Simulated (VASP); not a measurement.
Crystal: B2P.

```
B P
1.0
    -2.68024    3.51962    1.88411
     2.68024   -3.51962    1.88411
     2.68024    3.51962   -1.88411
B P
4 2
Direct
  0.88246 0.80594 0.07651
  0.22943 0.80594 0.42349
  0.11754 0.19406 0.92349
  0.77057 0.19406 0.57651
  0.00000 0.50000 0.00000
  0.00000 0.00000 0.50000
```

The cell was built from a structure type or drawn by symmetry, and may not be a known phase.

| Quantity | Value |
| --- | --- |
| Program | VASP 6.6.1 |
| Task | relaxation of cell and atoms |
| Functional | PBE |
| Potentials or basis | VASP PAW PBE potentials, release 64 (B, P) |
| Cutoff | 600 eV |
| k mesh | 6 × 6 × 6 |
| Occupations | gaussian, width 0.1 eV |
| Spin | no spin polarisation |

At the start: pressure 19.9 GPa; volume 11.85 Å³/atom.

Question: Where does the relaxation end?

Answer: Over 17 steps the energy falls by 771.9 meV/atom and the volume is 10.61 Å³/atom (-10.5 %); space group Imma (No. 74, to 0.1 Å) before, Cmmm (No. 65, to 0.1 Å).

Step by step:
```tsv
step	energy change (eV)	largest force (eV/Å)	pressure (GPa)	volume (Å³)
1	0.0000	3.1445	19.90	71.09
2	-0.2582	5.8646	-13.19	85.87
3	-1.8628	1.2855	-6.47	78.33
4	-2.5725	1.4994	-7.81	74.73
5	-3.5298	2.2974	-5.92	64.43
6	-4.0157	0.7413	-0.18	60.55
7	-4.0159	0.6973	0.05	60.46
8	-4.1282	0.8054	0.88	60.68
9	-4.4908	0.6518	3.24	61.22
10	-4.2527	1.1552	6.75	61.72
11	-4.5948	0.2423	4.98	61.47
12	-4.6012	0.3501	-3.00	65.20
13	-4.6288	0.0879	0.54	63.40
14	-4.6306	0.1088	-0.23	63.70
15	-4.6308	0.0707	-0.06	63.63
16	-4.6312	0.0427	-0.18	63.67
17	-4.6313	0.0080	-0.15	63.66
```

Final structure:
```cif
data_structure
_symmetry_space_group_name_H-M 'P 1'
_symmetry_Int_Tables_number 1
_cell_length_a 4.8442
_cell_length_b 4.8442
_cell_length_c 4.8442
_cell_angle_alpha 98.403
_cell_angle_beta 92.662
_cell_angle_gamma 143.844
_cell_volume 63.66
loop_
_atom_site_label
_atom_site_type_symbol
_atom_site_fract_x
_atom_site_fract_y
_atom_site_fract_z
_atom_site_occupancy
B1 B 0.80651 0.75005 0.05646 1
B2 B 0.19359 0.75005 0.44354 1
B3 B 0.19349 0.24995 0.94354 1
B4 B 0.80641 0.24995 0.55646 1
P1 P 0.00000 0.50000 0.00000 1
P2 P 0.00000 0.00000 0.50000 1
```
